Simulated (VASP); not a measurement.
HfO2:

```xyz
3
Lattice="0.0000 2.5575 2.5575 2.5575 0.0000 2.5575 2.5575 2.5575 0.0000" Properties=species:S:1:pos:R:3 pbc="T T T"
Hf    0.0000    0.0000    0.0000
O     1.2788    1.2788    1.2788
O     3.8363    3.8363    3.8363
```

Base run:

* Program: VASP 6.6.1
* Functional: BLYP
* Potentials or basis: VASP PAW PBE potentials, release 64 (Hf_pv, O)
* Cutoff: 600 eV
* k mesh: 6 × 6 × 6
* Occupations: methfessel-paxton, width 0.05 eV
* Spin: no spin polarisation

Its results: band gap on the k mesh 3.81 eV, direct; pressure 0.9 GPa.

The run is repeated on the same cell with these changes: functional from BLYP to revPBE. What comes out?

Band gap on the k mesh 3.81 eV, direct; pressure -2.7 GPa.

Caveats: the PAW data sets were made with another functional, which shifts forces and pressure a little; spin-orbit coupling is left out, which moves the levels of the heavy elements.

A k mesh can miss the band edges.
